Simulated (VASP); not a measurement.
# BN (P1) in VASP: single point with PBE

Aim: the single point of BN with PBE.

Everything below comes from runs of VASP 6.6.1. Logs are shortened: lines on timing, memory, paths and dates and some standing lists are left out, and cuts for length are marked.

## 1. The cell of the first run

The typed cell holds 4 atoms: a = 2.554 Å, b = 2.554 Å, c = 4.227 Å, α = 90.00°, β = 90.00°, γ = 120.00°.

## 2. Single point, PBE (all B atoms moved +0.175 Å, as atom 1 along Cartesian [1 1 1])

Input file INCAR:

```
SYSTEM = BN
ALGO     = Normal         ! electronic algorithm
EDIFF    = 1E-7           ! SCF threshold, eV
ENCUT    = 520            ! plane-wave cutoff, eV
GGA      = PE             ! functional
ISIF     = 2              ! what is computed and relaxed
ISMEAR   = 0              ! smearing method
LASPH    = .TRUE.         ! aspherical terms in the spheres
LCHARG   = .FALSE.        ! write CHGCAR
LREAL    = .FALSE.        ! projectors in reciprocal space
LWAVE    = .FALSE.        ! write WAVECAR
NBANDS   = 16             ! bands
NELM     = 100            ! most SCF steps
PREC     = Accurate       ! precision mode
SIGMA    = 0.05           ! smearing width, eV
```

Input file KPOINTS:

```
k-points
0
G
  12 12 6
  0 0 0
```

Input file POSCAR:

```
BN
1.0
    2.5539396017      0.0000000000      0.0000000000
   -1.2769698009      2.2117765748      0.0000000000
    0.0000000000      0.0000000000      4.2268550000
B N
2 2
Direct
    0.7290681543      0.3790143927      1.0236274216
    0.3957348210      0.7123477261      0.5236274216
    0.6666666667      0.3333333333      0.6252760000
    0.3333333333      0.6666666667      0.1252760000
```

Potentials or basis: VASP PAW PBE potentials, release 64 (B, N).

Launch:

```console
$ cat potpaw_PBE.64/B/POTCAR potpaw_PBE.64/N/POTCAR > POTCAR
$ mpirun -np 1 vasp_std > vasp.out
```

OUTCAR:

```text
SYSTEM = BN
   EDIFF = 1E-7
   ENCUT = 520
   GGA = PE
   ISIF = 2
   ISMEAR = 0
   LASPH = .TRUE.
   LREAL = .FALSE.
   NELM = 100
   PREC = Accurate

 ion  position               nearest neighbor table
   1  0.729  0.379  0.024-   4 1.40   4 1.58   4 1.64   3 1.69
   2  0.396  0.712  0.524-   3 1.44   3 1.51   3 1.67   4 1.69
   3  0.667  0.333  0.625-   2 1.44   2 1.51   2 1.67   1 1.69
   4  0.333  0.667  0.125-   1 1.40   1 1.58   1 1.64   2 1.69

  LATTYP: Found a hexagonal cell.
 ALAT       =     2.5539396017
 C/A-ratio  =     1.6550332659

  Lattice vectors:

 A1 = (   2.5539396017,   0.0000000000,   0.0000000000)
 A2 = (  -1.2769698009,   2.2117765748,   0.0000000000)
 A3 = (   0.0000000000,   0.0000000000,   4.2268550000)

Analysis of symmetry for initial positions (statically):
=====================================================================
 Subroutine PRICEL returns:
 Original cell was already a primitive cell.

 Routine SETGRP: Setting up the symmetry group for a
 hexagonal supercell.

 Subroutine GETGRP returns: Found  1 space group operations
 (whereof  1 operations were pure point group operations)
 out of a pool of 24 trial point group operations.

The static configuration has the point symmetry C_1 .

Analysis of symmetry for dynamics (positions and initial velocities):
=====================================================================
 Subroutine PRICEL returns:
 Original cell was already a primitive cell.

 Routine SETGRP: Setting up the symmetry group for a
 hexagonal supercell.

 Subroutine GETGRP returns: Found  1 space group operations
 (whereof  1 operations were pure point group operations)
 out of a pool of 24 trial point group operations.

The dynamic configuration has the point symmetry C_1 .

 Subroutine INISYM returns: Found  1 space group operations
 (whereof  1 operations are pure point group operations),
 and found     1 'primitive' translations

----------------------------------------------------------------------------------------

                                     Primitive cell
[... 90 lines left out ...]
   LNONCOLLINEAR =      F non collinear calculations
   LSORBIT =      F    spin-orbit coupling
   LASPH  =      T    aspherical Exc in radial PAW
   ENCUT  =  520.0 eV  38.22 Ry    6.18 a.u.   4.75  4.75  7.86*2*pi/ulx,y,z
   NELM   =    100;   NELMIN=  2; NELMDL= -5     # of ELM steps
   EDIFF  = 0.1E-06   stopping-criterion for ELM
   LREAL  =      F    real-space projection
   EDIFFG = 0.1E-05   stopping-criterion for IOM
   NSW    =      0    number of steps for IOM
   IBRION =     -1    ionic relax: 0-MD 1-quasi-New 2-CG
   NFREE  =      0    steps in history (QN), initial steepest desc. (CG)
   ISIF   =      2    stress and relaxation
   ISYM   =      2    0-nonsym 1-usesym 2-fastsym
   POTIM  = 0.5000    time-step for ionic-motion
   TEBEG  =    0.0;   TEEND  =   0.0 temperature during run
   PSTRESS=    0.0 pullay stress
   NELECT =      16.0000    total number of electrons
   NUPDOWN=      -1.0000    fix difference up-down
   EMIN   =  10.00;   EMAX   =-10.00  energy-range for DOS
   EFERMI =   0.00;   METHOD = LEGACY
   ISMEAR =     0;   SIGMA  =   0.05  broadening in eV -4-tet -1-fermi 0-gaus
   EFERMI_NEDOS =   21; number of points for ismear=-14 and -15
   IALGO  =     38    algorithm
   IMIX   =      4    mixing-type and parameters
     AMIX     =   0.40;   BMIX     =  1.00
     AMIX_MAG =   1.60;   BMIX_MAG =  1.00
  volume/ion in A,a.u.               =       5.97        40.28
  Fermi-wavevector in a.u.,A,eV,Ry     =   1.432600  2.707222 27.923836  2.052344
  Thomas-Fermi vector in A             =   2.552210
   LORBIT       =      0    0 simple, 1 ext, 2 COOP (PROOUT), +10 PAW based schemes
   GGA     = PE    functional components
   LHFCALC =     F    Hartree Fock is set to
   AEXX    =    0.0000 exact exchange contribution
   IVDW    =     0    specifies the selected vdW correction
   LEPSILON=     F    determine dielectric tensor
   LRPA    =     F    only Hartree local field effects (RPA)
 non-spin polarized calculation
 Gauss-broadening in eV      SIGMA  =   0.05
  energy-cutoff  :      520.00
  volume of cell :       23.88
 maximum number of plane-waves:       660
   NGX =  9   NGY =  9   NGZ = 15

 number of electron      16.0000000 magnetization

 Free energy of the ion-electron system (eV)
  ---------------------------------------------------
  ext. energy  EPLUGINS =         0.00000000
  ---------------------------------------------------
  free energy    TOTEN  =       -34.04267463 eV

  energy without entropy =      -34.04267463  energy(sigma->0) =      -34.04267463

 E-fermi :   8.5772     XC(G=0): -12.7518

 val. band max:        8.2614364367   @ k =   0.0000   0.0000   0.0000
 cond. band min:      13.1581349785   @ k =   0.5000   0.0000   0.5000
 fundamental gap:      4.8966985418
 Fermi energy:         8.5771997351

 k-point     1 :       0.0000    0.0000    0.0000
  band No.  band energies     occupation
      1     -12.9027      2.00000
      2      -8.8285      2.00000
      3      -3.1572      2.00000
      4       4.4277      2.00000
      5       4.5210      2.00000
      6       7.2291      2.00000
[... 433 lines left out ...]
      3      -2.0912      2.00000
      4       1.5116      2.00000
      5       2.8059      2.00000
      6       4.5315      2.00000
[... 8 lines left out ...]
     15      21.7756      0.00000
     16      23.0482      0.00000

 [... further k-points ...]

------------------------ aborting loop because EDIFF is reached ----------------------------------------

  FORCE on cell =-STRESS in cart. coord.  units (eV):
  Direction    XX          YY          ZZ          XY          YZ          ZX
  --------------------------------------------------------------------------------------
  -------------------------------------------------------------------------------------
  Total        1.8418632      1.7773531      1.2548770      0.6447109      0.6407029      0.6444712
  in kB      123.5943783    119.2655634     84.2058969     43.2619760     42.9930267     43.2458899
  external PRESSURE =     109.0219462 kB  Pullay stress =       0.0000000 kB

 VOLUME and BASIS-vectors are now :
 -----------------------------------------------------------------------------
  energy-cutoff  :      520.00
  volume of cell :       23.88
      direct lattice vectors                 reciprocal lattice vectors
     2.553939602  0.000000000  0.000000000     0.391551938  0.226062617  0.000000000
    -1.276969801  2.211776575  0.000000000     0.000000000  0.452125233  0.000000000
     0.000000000  0.000000000  4.226855000     0.000000000  0.000000000  0.236582518

 POSITION                                       TOTAL-FORCE (eV/Angst)
 -----------------------------------------------------------------------------------
      1.37801      0.83830      0.09987        -3.810458     -2.943247     -2.275253
      0.10104      1.57555      2.21330        -2.074815     -2.932222     -2.148170
      1.27697      0.73726      2.64295         2.023401      2.932853      2.149547
     -0.00000      1.47452      0.52952         3.861872      2.942616      2.273876
 -----------------------------------------------------------------------------------
    total drift:                                0.000072      0.000070      0.000101

  FREE ENERGIE OF THE ION-ELECTRON SYSTEM (eV)
  ---------------------------------------------------
  free  energy   TOTEN  =       -34.0426746307 eV

  energy  without entropy=      -34.0426746307  energy(sigma->0) =      -34.04267463
```

OSZICAR:

```text
N       E                     dE             d eps       ncg     rms          rms(c)
DAV:   1     0.385775746020E+02    0.38578E+02   -0.83419E+03 13976   0.972E+02
DAV:   2    -0.339515815958E+02   -0.72529E+02   -0.67901E+02 19880   0.230E+02
DAV:   3    -0.361996483890E+02   -0.22481E+01   -0.22428E+01 15960   0.373E+01
DAV:   4    -0.362050450268E+02   -0.53966E-02   -0.53962E-02 17528   0.209E+00
DAV:   5    -0.362050605819E+02   -0.15555E-04   -0.15555E-04 15808   0.104E-01    0.996E+00
DAV:   6    -0.342136909482E+02    0.19914E+01   -0.25715E+00 17848   0.146E+01    0.462E+00
DAV:   7    -0.340730824739E+02    0.14061E+00   -0.35350E-01 18656   0.488E+00    0.284E+00
DAV:   8    -0.340436591243E+02    0.29423E-01   -0.60222E-02 17824   0.205E+00    0.275E-01
DAV:   9    -0.340423890811E+02    0.12700E-02   -0.32577E-03 16032   0.624E-01    0.149E-01
DAV:  10    -0.340426525944E+02   -0.26351E-03   -0.52517E-04 17584   0.190E-01    0.312E-02
DAV:  11    -0.340426713022E+02   -0.18708E-04   -0.44766E-05 17856   0.620E-02    0.181E-02
DAV:  12    -0.340426744557E+02   -0.31535E-05   -0.69135E-06 16560   0.254E-02    0.259E-03
DAV:  13    -0.340426745796E+02   -0.12396E-06   -0.32342E-07 17528   0.611E-03    0.110E-03
DAV:  14    -0.340426746307E+02   -0.51092E-07   -0.30173E-08  8320   0.159E-03
   1 F= -.34042675E+02 E0= -.34042675E+02  d E =-.155989E-21
```

stdout:

```text
POSCAR found type information on POSCAR B N
 POSCAR found :  2 types and       4 ions
 scaLAPACK will be used
 LDA part: xc-table for (Slater+PW92), standard interpolation
 POSCAR, INCAR and KPOINTS ok, starting setup
 FFT: planning ... GRIDC
 FFT: planning ... GRID_SOFT
 FFT: planning ... GRID
 WAVECAR not read
 entering main loop
```

Wall time 2.1 min (1 thread of AMD EPYC 7R43 (Zen 3), shared host); peak memory 0.2 GiB.

What came out:

- Free energy: -34.0427 eV
- Pressure: 10.9 GPa
- Largest force: 5.361 eV/Å
- Band gap on the k mesh: 4.90 eV (least direct gap 6.90 eV)

Forces in eV/Å, atoms in the order of the input:
```
B   -3.810 -2.943 -2.275
B   -2.075 -2.932 -2.148
N    2.023  2.933  2.150
N    3.862  2.943  2.274
```

Stress tensor (GPa, compression positive):
```
12.36  4.33  4.32
 4.33 11.93  4.30
 4.32  4.30  8.42
```

Levels at points of the mesh, in eV from the valence-band top:
```csv
k point,band 6,band 7,band 8,band 9,band 10,band 11
"(0.00, 0.00, 0.00)",-1.03,-0.81,0.00,6.90,7.02,7.17
"(0.50, 0.00, 0.00)",-6.24,-4.55,-3.49,5.73,7.16,10.30
"(0.00, 0.50, 0.00)",-5.97,-4.66,-3.30,5.44,6.78,9.91
"(0.50, 0.50, 0.00)",-5.71,-4.77,-3.13,5.16,6.44,9.67
"(0.00, 0.00, 0.50)",-3.41,-1.16,-1.10,7.05,7.30,8.13
"(0.50, 0.00, 0.50)",-4.50,-3.80,-3.69,4.90,5.86,8.06
"(0.00, 0.50, 0.50)",-4.76,-3.58,-3.56,4.95,5.61,7.89
"(0.50, 0.50, 0.50)",-5.06,-3.44,-3.43,5.06,5.28,7.94
```

Caveat: the cell differs from its parent crystal (all B atoms moved +0.175 Å, as atom 1 along Cartesian [1 1 1]); the cell stands under pressure; forces of over 1 eV/Å act on the atoms, so gaps and moduli don't describe the material at rest. A k mesh can miss the band edges.
